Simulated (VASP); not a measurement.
# Pb (a cell with a defect) in VASP: single point with PBEsol

Aim: the single point of Pb (a cell with a defect) with PBEsol.

Program: VASP 6.6.1. These are calculated values, not measurements. Logs are shortened: lines on timing, memory, paths and dates and some standing lists are left out, and cuts for length are marked.

**1. The cell of the first run**

The cell holds a defect, 26 atoms: a = 10.467 Å, b = 10.467 Å, c = 10.467 Å, α = 60.00°, β = 60.00°, γ = 60.00°.

**2. Single point, PBEsol**

INCAR

```
SYSTEM = Pb
PREC = Accurate ; ENCUT = 400
EDIFF = 1E-6 ; ISMEAR = 0
SIGMA = 0.1 ; LREAL = .FALSE.
LASPH = .TRUE. ; NELM = 120
ALGO = Normal ; ISIF = 2
LWAVE = .FALSE. ; LCHARG = .FALSE.
GGA = PS ; NBANDS = 201
GGA_COMPAT = .FALSE.
```

KPOINTS

```
regular mesh
0
G
  3 3 3
  0 0 0
```

POSCAR

```
Pb
1.0
   -7.4013309120     -7.4013309120      0.0000000000
   -7.4013309120      0.0000000000     -7.4013309120
    0.0000000000     -7.4013309120     -7.4013309120
Pb
26
Direct
    0.3278749717      0.6666666667      0.6666666667
    0.0054583617      0.6666666667      0.6666666667
    0.6666666667      0.3278749717      0.6666666667
    0.3321833726      0.3321833726      0.6701165488
    0.0054583617      0.3278749717      0.6666666667
    0.6666666667      0.0054583617      0.6666666667
    0.3278749717      0.0054583617      0.6666666667
    0.0011499607      0.0011499607      0.6632167845
    0.6666666667      0.6666666667      0.3278749717
    0.3321833726      0.6701165488      0.3321833726
    0.0054583617      0.6666666667      0.3278749717
    0.6701165488      0.3321833726      0.3321833726
    0.3321833726      0.3321833726      0.3321833726
    0.0002101967      0.3331231366      0.3331231366
    0.6666666667      0.0054583617      0.3278749717
    0.3331231366      0.0002101967      0.3331231366
    0.0002101967      0.0002101967      0.3331231366
    0.6666666667      0.6666666667      0.0054583617
    0.3278749717      0.6666666667      0.0054583617
    0.0011499607      0.6632167845      0.0011499607
    0.6666666667      0.3278749717      0.0054583617
    0.3331231366      0.3331231366      0.0002101967
    0.0002101967      0.3331231366      0.0002101967
    0.6632167845      0.0011499607      0.0011499607
    0.3331231366      0.0002101967      0.0002101967
    0.0011499607      0.0011499607      0.0011499607
```

Potentials or basis: VASP PAW PBE potentials, release 64 (Pb_d).

The run is started by

```sh
cat potpaw_PBE.64/Pb_d/POTCAR > POTCAR
mpirun -np 1 vasp_std > vasp.out
```

OUTCAR:

```text
SYSTEM = Pb
   PREC = Accurate
   ENCUT = 400
   EDIFF = 1E-6
   ISMEAR = 0
   LREAL = .FALSE.
   LASPH = .TRUE.
   NELM = 120
   ISIF = 2
   GGA = PS

 ion  position               nearest neighbor table
   1  0.328  0.667  0.667-   2 3.37   8 3.46  20 3.46  10 3.46   4 3.46  16 3.49  22 3.49   7 3.55
                            19 3.55   9 3.55   3 3.55
   2  0.005  0.667  0.667-   1 3.37   8 3.46  20 3.46  10 3.46   4 3.46  17 3.49  23 3.49   6 3.55
                            18 3.55   5 3.55  11 3.55
   3  0.667  0.328  0.667-   6 3.37   8 3.46  24 3.46  12 3.46   4 3.46  22 3.49  14 3.49   5 3.55
                            21 3.55   9 3.55   1 3.55
   4  0.332  0.332  0.670-   5 3.46   7 3.46   6 3.46   2 3.46   3 3.46   1 3.46  23 3.46  25 3.46
                            22 3.46  10 3.54  12 3.54  13 3.54
   5  0.005  0.328  0.667-   7 3.37   4 3.46  26 3.46  13 3.46   8 3.46  23 3.49  14 3.49   3 3.55
                            21 3.55  11 3.55   2 3.55
   6  0.667  0.005  0.667-   3 3.37   8 3.46  24 3.46  12 3.46   4 3.46  17 3.49  25 3.49   2 3.55
                            18 3.55   7 3.55  15 3.55
   7  0.328  0.005  0.667-   5 3.37   4 3.46  26 3.46  13 3.46   8 3.46  25 3.49  16 3.49   1 3.55
                            19 3.55   6 3.55  15 3.55
   8  0.001  0.001  0.663-   6 3.46   2 3.46   3 3.46   1 3.46   5 3.46   7 3.46  17 3.46  16 3.46
                            14 3.46  20 3.54  24 3.54  26 3.54
   9  0.667  0.667  0.328-  18 3.37  20 3.46  24 3.46  12 3.46  10 3.46  16 3.49  14 3.49  11 3.55
[... 21 lines left out ...]
  20  0.001  0.663  0.001-  18 3.46   2 3.46   9 3.46   1 3.46  11 3.46  19 3.46  23 3.46  22 3.46
                            14 3.46   8 3.54  24 3.54  26 3.54
  21  0.667  0.328  0.005-  15 3.37  12 3.46  26 3.46  13 3.46  24 3.46  23 3.49  22 3.49   5 3.55
                             3 3.55  18 3.55  19 3.55
  22  0.333  0.333  0.000-  13 3.46   4 3.46  20 3.46  24 3.46  14 3.48  23 3.48  16 3.48  25 3.48
                             1 3.49   3 3.49  21 3.49  19 3.49
  23  0.000  0.333  0.000-  20 3.46  12 3.46   4 3.46  26 3.46  14 3.48  22 3.48  25 3.48  17 3.48
                            21 3.49   5 3.49  18 3.49   2 3.49
  24  0.663  0.001  0.001-   6 3.46  18 3.46   9 3.46   3 3.46  15 3.46  21 3.46  25 3.46  22 3.46
                            16 3.46  20 3.54   8 3.54  26 3.54
  25  0.333  0.000  0.000-  24 3.46  10 3.46   4 3.46  26 3.46  22 3.48  23 3.48  16 3.48  17 3.48
                             7 3.49  19 3.49  18 3.49   6 3.49
  26  0.001  0.001  0.001-   5 3.46   7 3.46  11 3.46  15 3.46  19 3.46  21 3.46  17 3.46  23 3.46
                            25 3.46  20 3.54  24 3.54   8 3.54

  LATTYP: Found a face centered cubic cell.
 ALAT       =    14.8026618240

  Lattice vectors:

 A1 = (  -7.4013309120,  -7.4013309120,   0.0000000000)
 A2 = (  -7.4013309120,   0.0000000000,  -7.4013309120)
 A3 = (   0.0000000000,  -7.4013309120,  -7.4013309120)

Analysis of symmetry for initial positions (statically):
=====================================================================
 Subroutine PRICEL returns:
 Original cell was already a primitive cell.

 Routine SETGRP: Setting up the symmetry group for a
[... 166 lines left out ...]
   IALGO  =     38    algorithm
   IMIX   =      4    mixing-type and parameters
     AMIX     =   0.40;   BMIX     =  1.00
     AMIX_MAG =   1.60;   BMIX_MAG =  1.00
  volume/ion in A,a.u.               =      31.19       210.47
  Fermi-wavevector in a.u.,A,eV,Ry     =   1.253494  2.368760 21.378104  1.571246
  Thomas-Fermi vector in A             =   2.387344
   LORBIT       =      0    0 simple, 1 ext, 2 COOP (PROOUT), +10 PAW based schemes
   GGA     = PS    functional components
   LHFCALC =     F    Hartree Fock is set to
   AEXX    =    0.0000 exact exchange contribution
   IVDW    =     0    specifies the selected vdW correction
   LEPSILON=     F    determine dielectric tensor
   LRPA    =     F    only Hartree local field effects (RPA)
 non-spin polarized calculation
 Gauss-broadening in eV      SIGMA  =   0.10
  energy-cutoff  :      400.00
  volume of cell :      810.89
 maximum number of plane-waves:     14785
 NGX is ok and might be reduce to    70
   NGX = 35   NGY = 35   NGZ = 35

 number of electron     364.0000002 magnetization

 Free energy of the ion-electron system (eV)
  ---------------------------------------------------
  ext. energy  EPLUGINS =         0.00000000
  ---------------------------------------------------
  free energy    TOTEN  =      -103.84612682 eV

  energy without entropy =     -103.81406738  energy(sigma->0) =     -103.83009710

 E-fermi :   6.6441     XC(G=0): -10.1542

 val. band max:        6.5940013848   @ k =   0.3333   0.3333   0.0000
 cond. band min:       6.6982334439   @ k =   0.3333   0.3333   0.0000
 fundamental gap:      0.1042320591
 Fermi energy:         6.6441351099

 k-point     1 :       0.0000    0.0000    0.0000
  band No.  band energies     occupation
      1     -10.3367      2.00000
      2     -10.3367      2.00000
      3     -10.3264      2.00000
      4     -10.3227      2.00000
      5     -10.3227      2.00000
      6     -10.3227      2.00000
[... 777 lines left out ...]
    193       8.2157      0.00000
    194       8.4632      0.00000
 [bands above 194 left out]

------------------------ aborting loop because EDIFF is reached ----------------------------------------

  FORCE on cell =-STRESS in cart. coord.  units (eV):
  Direction    XX          YY          ZZ          XY          YZ          ZX
  --------------------------------------------------------------------------------------
  -------------------------------------------------------------------------------------
  Total       -2.7812049     -2.7812049     -2.7812049     -0.0000000     -0.0000000     -0.0000000
  in kB       -5.4952076     -5.4952076     -5.4952076     -0.0000000     -0.0000000     -0.0000000
  external PRESSURE =      -5.4952076 kB  Pullay stress =       0.0000000 kB

 VOLUME and BASIS-vectors are now :
 -----------------------------------------------------------------------------
  energy-cutoff  :      400.00
  volume of cell :      810.89
      direct lattice vectors                 reciprocal lattice vectors
    -7.401330912 -7.401330912  0.000000000    -0.067555418 -0.067555418  0.067555418
    -7.401330912  0.000000000 -7.401330912    -0.067555418  0.067555418 -0.067555418
     0.000000000 -7.401330912 -7.401330912     0.067555418 -0.067555418 -0.067555418

 POSITION                                       TOTAL-FORCE (eV/Angst)
 -----------------------------------------------------------------------------------
     -7.36093     -7.36093     -9.86844        -0.007454     -0.007454     -0.000000
     -4.97462     -4.97462     -9.86844         0.007454      0.007454     -0.000000
     -7.36093     -9.86844     -7.36093        -0.007454      0.000000     -0.007454
     -4.91720     -7.41835     -7.41835         0.000568     -0.000568     -0.000568
     -2.46711     -4.97462     -7.36093         0.000000      0.007454     -0.007454
     -4.97462     -9.86844     -4.97462         0.007454      0.000000      0.007454
[... 18 lines left out ...]
     -2.46711     -2.46711     -0.00311         0.000000      0.000000     -0.016154
     -0.01702     -0.01702     -0.01702        -0.000568     -0.000568     -0.000568
 -----------------------------------------------------------------------------------
    total drift:                                0.000005      0.000005      0.000005

  FREE ENERGIE OF THE ION-ELECTRON SYSTEM (eV)
  ---------------------------------------------------
  free  energy   TOTEN  =      -103.8461268173 eV

  energy  without entropy=     -103.8140673799  energy(sigma->0) =     -103.83009710
```

OSZICAR:

```text
N       E                     dE             d eps       ncg     rms          rms(c)
DAV:   1     0.489243032281E+04    0.48924E+04   -0.14676E+05  1608   0.186E+03
DAV:   2     0.599915646387E+03   -0.42925E+04   -0.42564E+04  1608   0.582E+02
DAV:   3    -0.503243731134E+02   -0.65024E+03   -0.63184E+03  1738   0.273E+02
DAV:   4    -0.102461541825E+03   -0.52137E+02   -0.50603E+02  1856   0.789E+01
DAV:   5    -0.104265748690E+03   -0.18042E+01   -0.17885E+01  1864   0.125E+01    0.310E+00
DAV:   6    -0.103941128128E+03    0.32462E+00   -0.16337E+00  2400   0.494E+00    0.149E+00
DAV:   7    -0.103852309924E+03    0.88818E-01   -0.46633E-01  1784   0.345E+00    0.570E-01
DAV:   8    -0.103847602315E+03    0.47076E-02   -0.30029E-02  2272   0.853E-01    0.293E-01
DAV:   9    -0.103846024516E+03    0.15778E-02   -0.38047E-03  1736   0.397E-01    0.438E-02
DAV:  10    -0.103846044141E+03   -0.19625E-04   -0.61474E-04  1792   0.208E-01    0.253E-02
DAV:  11    -0.103846111380E+03   -0.67239E-04   -0.14163E-04  2232   0.555E-02    0.851E-03
DAV:  12    -0.103846123222E+03   -0.11843E-04   -0.23276E-05  1776   0.276E-02    0.409E-03
DAV:  13    -0.103846125948E+03   -0.27260E-05   -0.96808E-06  1752   0.163E-02    0.205E-03
DAV:  14    -0.103846126817E+03   -0.86897E-06   -0.78984E-07  1040   0.591E-03
   1 F= -.10384613E+03 E0= -.10383010E+03  d E =-.320594E-01
```

stdout:

```text
POSCAR found type information on POSCAR Pb
 POSCAR found :  1 types and      26 ions
 scaLAPACK will be used
 -----------------------------------------------------------------------------
|                                                                             |
|                                                                             |
|     You have a (more or less) 'large supercell' and for larger cells it     |
|     might be more efficient to use real-space projection operators.         |
|     Therefore, try LREAL= Auto in the INCAR file.                           |
|     Mind: For very accurate calculation, you might also keep the            |
|     reciprocal projection scheme (i.e. LREAL=.FALSE.).                      |
|                                                                             |
 -----------------------------------------------------------------------------

 -----------------------------------------------------------------------------
|                                                                             |
|                                                                             |
|     You enforced a specific xc type in the INCAR file but a different       |
|     I HOPE YOU KNOW WHAT YOU ARE DOING!                                     |
|                                                                             |
 -----------------------------------------------------------------------------

 LDA part: xc-table for (Slater+PW92), standard interpolation
 POSCAR, INCAR and KPOINTS ok, starting setup
 FFT: planning ... GRIDC
 FFT: planning ... GRID_SOFT
 FFT: planning ... GRID
 WAVECAR not read
 entering main loop
```

Run time: 13 min. Hardware: 1 thread of Intel Xeon Platinum 8375C at 2.90GHz (Ice Lake), shared host; peak memory 0.83 GiB.

Results:

| Quantity | Value |
| --- | --- |
| Free energy | -103.8461 eV |
| Pressure | -0.5 GPa |
| Largest force | 0.016 eV/Å |
| Band gap on the k mesh | zero (band 182 reaches 7.20 eV, above the bottom of band 183 at 5.39 eV) |

Forces on the atoms (eV/Å):
```
Pb  -0.007 -0.007  0.000
Pb   0.007  0.007  0.000
Pb  -0.007  0.000 -0.007
Pb   0.001 -0.001 -0.001
Pb   0.000  0.007 -0.007
Pb   0.007  0.000  0.007
Pb   0.000 -0.007  0.007
Pb  -0.001  0.001  0.001
Pb   0.000 -0.007 -0.007
Pb  -0.001  0.001 -0.001
Pb   0.007  0.000 -0.007
Pb  -0.001 -0.001  0.001
Pb   0.001  0.001  0.001
Pb   0.000  0.000  0.016
Pb   0.007 -0.007  0.000
Pb   0.000  0.016  0.000
Pb  -0.016  0.000  0.000
Pb   0.000  0.007  0.007
Pb  -0.007  0.000  0.007
Pb   0.001 -0.001  0.001
Pb  -0.007  0.007  0.000
Pb   0.016  0.000  0.000
Pb   0.000 -0.016  0.000
Pb   0.001  0.001 -0.001
Pb   0.000  0.000 -0.016
Pb  -0.001 -0.001 -0.001
```

Caveat: the PAW data sets were made with another functional, which shifts forces and pressure a little; spin-orbit coupling is left out, which moves the levels of the heavy elements.
